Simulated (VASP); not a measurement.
Set up this calculation in VASP 6.6.1, as the native input.

- Task: single point
- Functional: PBE
- Potentials or basis: VASP PAW PBE potentials, release 64 (Rh_pv)
- Cutoff: 520 eV
- k mesh: 22 × 22 × 22
- Occupations: gaussian, width 0.15 eV
- Spin: no spin polarisation
- Dipole correction: no
- Further INCAR settings: ALGO = Fast; EDIFF = 1e-06; NBANDS = 14

The structure of Rh lies in POSCAR:

```
Rh
1.0
    0.0000000000      1.9015500000      1.8064725000
    1.9015500000      0.0000000000      1.8064725000
    1.9015500000      1.9015500000      0.0000000000
Rh
1
Direct
    0.0000000000      0.0000000000      0.0000000000
```

This cell differs from its parent crystal: strain +0.000 along x and y, -0.050 along z.

One way to write it, as run:

INCAR

```
SYSTEM = Rh
PREC = Accurate ; ENCUT = 520
EDIFF = 1E-6 ; ISMEAR = 0
SIGMA = 0.15 ; LREAL = .False.
LASPH = .True. ; NELM = 60
ALGO = Fast ; ISIF = 2
LWAVE = .False. ; LCHARG = .False.
GGA = PE ; NBANDS = 14
```

KPOINTS

```
Automatic mesh
0
Gamma
  22 22 22
  0 0 0
```

Potentials or basis: VASP PAW PBE potentials, release 64 (Rh_pv).

The run is started by

```sh
$ cat potpaw_PBE.64/Rh_pv/POTCAR > POTCAR
$ mpirun -np 1 vasp_std > vasp.out
```

Results of the run:

```
Pressure               : 22.9 GPa
Band gap on the k mesh : zero (an odd number of electrons rules out a gap without spin polarisation)
```

Caveat: the cell differs from its parent crystal (strain +0.000 along x and y, -0.050 along z); the cell stands under pressure.

It took 110 s on 1 thread of Intel(R) Xeon(R) Platinum 8375C CPU @ 2.90GHz (Ice Lake), with other jobs on the host, peak memory 0.25 GiB.
